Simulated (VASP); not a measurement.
A run of VASP 6.6.1 is set up as follows.

The input INCAR:

```
ALGO = Normal
EDIFF = 1E-8
ENCUT = 520
GGA = PE
ISIF = 2
ISMEAR = -1
ISPIN = 2
LASPH = T
LCHARG = F
LEFG = T
LMAXMIX = 4
LORBIT = 11
LREAL = F
LWAVE = F
MAGMOM = 1.5
NBANDS = 16
NELM = 150
PREC = Accurate
SIGMA = 0.03
```

File KPOINTS:

```
k-points
0
Gamma
  19 19 19
```

File POSCAR:

```
V
1.0
   -1.4821137825      1.4821137825      1.4821137825
    1.4821137825     -1.4821137825      1.4821137825
    1.4821137825      1.4821137825     -1.4821137825
V
1
Direct
    0.0000000000      0.0000000000      0.0000000000
```

Potentials or basis: VASP PAW PBE potentials, release 64 (V_sv).

The run is started by

```console
$ cat potpaw_PBE.64/V_sv/POTCAR > POTCAR
$ mpirun -np 1 vasp_std > vasp.out
```

(1) What does it give for the net moment?

(2) Estimate the pressure.

Answers

(1) 0.00 μB per cell.

(2) 6.5 GPa.

Caveat: the cell stands under pressure.
